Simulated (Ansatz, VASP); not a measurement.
# Mg3Te in VASP and in Ansatz

```xyz
4
Lattice="-2.1675 2.1675 5.3520 2.1675 -2.1675 5.3520 2.1675 2.1675 -5.3520" Properties=species:S:1:pos:R:3 pbc="T T T"
Te    0.0000    0.0000    0.0000
Mg    2.1675    0.0000    2.6760
Mg    0.0000    2.1675    2.6760
Mg    0.0000    0.0000    5.3520
```

Change from the starting cell: volume scaled by 1.04.

Alike in both runs: task single point; functional LDA; k mesh 9 × 9 × 9; occupations fermi-dirac, width 0.05 eV; no spin polarisation.

|  | VASP | Ansatz |
| --- | --- | --- |
| version | VASP 6.6.1 | Ansatz 0.2.0 |
| potentials or method | VASP PAW LDA potentials, release 64 (Te, Mg), cutoff 520 eV | all-electron LAPW, scalar-relativistic |

```csv
,VASP,Ansatz,Ansatz less VASP
gap on the k mesh at the Fermi level (eV),none,none,-
pressure (GPa),-3.7,-3.4,+0.31
"traceless stress, the component that is largest in VASP (GPa)",0.42,0.46,+0.039
```

LDA's correlation is that of Perdew and Zunger in VASP and of Perdew and Wang (1992) in Ansatz. A gap of «none» marks a metal or a gap that the smearing closes. Ansatz ran all-electron here, and VASP with PAW potentials.

Neither program's run includes spin-orbit coupling.
